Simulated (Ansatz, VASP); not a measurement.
**VN2 in VASP and in Ansatz**

The input INCAR:

```
SYSTEM = VN2
ALGO     = Normal         ! electronic algorithm
EDIFF    = 1E-6           ! SCF threshold, eV
ENCUT    = 520            ! plane-wave cutoff, eV
GGA      = PS             ! functional
ISIF     = 2              ! what is computed and relaxed
ISMEAR   = 0              ! smearing method
LASPH    = .TRUE.         ! aspherical terms in the spheres
LCHARG   = .TRUE.         ! write CHGCAR
LELF     = .TRUE.         ! ELF
LREAL    = .FALSE.        ! projectors in reciprocal space
LVHAR    = .TRUE.       
LWAVE    = .FALSE.        ! write WAVECAR
NBANDS   = 32             ! bands
NELM     = 60             ! most SCF steps
PREC     = Accurate       ! precision mode
SIGMA    = 0.15           ! smearing width, eV
```

Contents of KPOINTS:

```
k-points
0
G
  16 16 16
  0 0 0
```

Contents of POSCAR:

```
VN2
1.0
   -2.0877161524      2.1729290566      2.4552814625
    2.0877161524     -2.1729290566      2.4552814625
    2.0877161524      2.1729290566     -2.4552814625
V N
2 4
Direct
    0.2500000000      0.2500000000      0.0000000000
    0.7500000000      0.7500000000      0.0000000000
    0.1142608421      0.6142608421      0.7285216842
    0.6142608421      0.8857391579      0.5000000000
    0.8857391579      0.3857391579      0.2714783158
    0.3857391579      0.1142608421      0.5000000000
```

Input for Ansatz:

```yaml
crystal:
  lattice:
    - [-2.0877161524, 2.1729290566, 2.4552814625]
    - [2.0877161524, -2.1729290566, 2.4552814625]
    - [2.0877161524, 2.1729290566, -2.4552814625]
  atoms:
    - { symbol: V, position: [0.25, 0.25, 0.0] }
    - { symbol: V, position: [0.75, 0.75, 0.0] }
    - { symbol: "N", position: [0.1142608421, 0.6142608421, 0.7285216842] }
    - { symbol: "N", position: [0.6142608421, 0.8857391579, 0.5] }
    - { symbol: "N", position: [0.8857391579, 0.3857391579, 0.2714783158] }
    - { symbol: "N", position: [0.3857391579, 0.1142608421, 0.5] }
basis:
  ecutwfc: 420
kpoints:
  mp_grid: { grid: [16, 16, 16] }
hamiltonian:
  xc: pbesol
scf:
  occupations: { method: gaussian, width: 0.15 }
output:
  forces: true
  stress: true
  eigenvalues: true
```

Change from the starting cell: strain -0.0200 x Voigt [1, -1, 0, 0, 0, 0], atoms carried along.

Alike in both runs: task single point; functional PBEsol; k mesh 16 × 16 × 16; occupations gaussian, width 0.15 eV; no spin polarisation.

|  | VASP | Ansatz |
| --- | --- | --- |
| version | VASP 6.6.1 | Ansatz 0.2.0 |
| potentials or method | VASP PAW PBE potentials, release 64 (V_sv, N), cutoff 520 eV | scalar-relativistic, plane waves, PAW |
| valence electrons in the cell | 46 | 46 |

```csv
,VASP,Ansatz,Ansatz less VASP
gap on the k mesh at the Fermi level (eV),none,none,-
pressure (GPa),1.4,0.6,-0.83
"traceless stress, the component that is largest in VASP (GPa)",10.18,9.99,-0.191
rms of the force components (eV/Å),0.108,0.105,-0.0032
```

VASP's potentials were made for PBE, not for PBEsol. Atom by atom the forces differ by 0.040 eV/Å (rms over components). A gap of «none» marks a metal or a gap that the smearing closes. With one functional, cell and mesh, what is left measures potentials, basis and numerics.
